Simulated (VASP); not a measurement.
Here is a VASP 6.6.1 calculation.

INCAR

```
  ALGO = Normal
  EDIFF = 1E-6
  ENCUT = 520
  GGA = PS
  ISIF = 2
  ISMEAR = 0
  LASPH = T
  LCHARG = F
  LREAL = F
  LWAVE = F
  NBANDS = 11
  NELM = 100
  PREC = Accurate
  SIGMA = 0.01
```

KPOINTS

```
k-points
0
Gamma
  8 8 8
```

Contents of POSCAR:

```
MgO
1.0
    0.0000000000      2.1498536361      2.1498536361
    2.1498536361      0.0000000000      2.1498536361
    2.1498536361      2.1498536361      0.0000000000
Mg O
1 1
Direct
    0.0000000000      0.0000000000      0.0000000000
    0.5000000000      0.5000000000      0.5000000000
```

Potentials or basis: VASP PAW PBE potentials, release 64 (Mg, O).

Run with:

```sh
$ cat potpaw_PBE.64/Mg/POTCAR potpaw_PBE.64/O/POTCAR > POTCAR
$ mpirun -np 1 vasp_std > vasp.out
```

(1) What does it give for the band gap on the k mesh?

(2) Estimate the pressure.

Results:

(1) 4.06 eV, direct.

(2) -9.0 GPa.

Caveat: the PAW data sets were made with another functional, which shifts forces and pressure a little.
